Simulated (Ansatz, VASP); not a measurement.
## BeTe6 in VASP and in Ansatz

```
Be Te
1.0
     7.50173    0.00000    0.00000
     0.00000    7.50173    0.00000
     0.00000    0.00000    4.52149
Be Te
1 6
Direct
  0.50000 0.50000 0.00000
  0.68658 0.68658 0.67676
  0.31342 0.31342 0.67676
  0.68658 0.31342 0.32324
  0.31342 0.68658 0.32324
  0.50000 0.00000 0.00000
  0.00000 0.50000 0.00000
```

Alike in both runs: functional PBE; k mesh 4 × 4 × 8; occupations gaussian, width 0.1 eV; no spin polarisation.

Ansatz relaxed the structure, and its values are those at the end. VASP's run is a single point on that final structure, the one shown.

|  | VASP | Ansatz |
| --- | --- | --- |
| version | VASP 6.6.1 | Ansatz 0.2.0 |
| potentials or method | VASP PAW PBE potentials, release 64 (Be, Te), cutoff 520 eV | scalar-relativistic, plane waves, PAW |
| valence electrons in the cell | 38 | 98 |

```csv
,VASP,Ansatz,Ansatz less VASP
gap on the k mesh at the Fermi level (eV),none,none,-
pressure (GPa),0.0,0.0,0.00
rms of the force components (eV/Å),0.007,0.002,-0.0051
```

A gap of «none» marks a metal or a gap that the smearing closes. With one functional, cell and mesh, what is left measures potentials, basis and numerics. VASP's potentials hold 38 valence electrons a cell and Ansatz's 98, so a difference there can come from the potentials and not from the codes.

Neither program's run includes spin-orbit coupling.
